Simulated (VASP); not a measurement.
Set up this calculation in VASP 6.6.1, as the native input.

```yaml
Task: single point
Functional: LDA
Potentials_or_basis: VASP PAW LDA potentials, release 64 (Cs_sv)
Cutoff: 520 eV
k_mesh: 8 × 8 × 8
Occupations: fermi-dirac, width 0.1 eV
Spin: no spin polarisation
Dipole_correction: no
Further_INCAR_settings: ALGO = Normal; EDIFF = 1e-07; NBANDS = 10
```

The structure of Cs lies in POSCAR:

```
Cs
1.0
    4.5350542246      0.0000000000      0.0000000000
    0.0000000000      4.5350542246      0.0000000000
    0.0000000000      0.0000000000      4.5350542246
Cs
1
Direct
    0.0000000000      0.0000000000      0.0000000000
```

This isn't the form of Cs at room conditions, which is bcc.

These files were run (other wordings do the same):

INCAR

```
SYSTEM = Cs
PREC     = Accurate       ! precision mode
ENCUT    = 520            ! plane-wave cutoff, eV
EDIFF    = 1E-7           ! SCF threshold, eV
ISMEAR   = -1             ! smearing method
SIGMA    = 0.1            ! smearing width, eV
LREAL    = .FALSE.        ! projectors in reciprocal space
LASPH    = .TRUE.         ! aspherical terms in the spheres
NELM     = 60             ! most SCF steps
ALGO     = Normal         ! electronic algorithm
ISIF     = 2              ! what is computed and relaxed
LWAVE    = .FALSE.        ! write WAVECAR
LCHARG   = .FALSE.        ! write CHGCAR
GGA      = CA             ! functional
NBANDS   = 10             ! bands
```

KPOINTS

```
regular mesh
0
G
  8 8 8
  0 0 0
```

Potentials or basis: VASP PAW LDA potentials, release 64 (Cs_sv).

The run is started by

```console
$ cat potpaw_LDA.64/Cs_sv/POTCAR > POTCAR
$ mpirun -np 1 vasp_std > vasp.out
```

It gave:

| Quantity | Value |
| --- | --- |
| Pressure | 0.2 GPa |
| Band gap on the k mesh | zero (an odd number of electrons rules out a gap without spin polarisation) |

Caveat: spin-orbit coupling is left out, which moves the levels of the heavy elements.

Wall time 33 s on 1 thread of AMD EPYC 7R13, with other jobs on the host, peak memory 0.15 GiB.
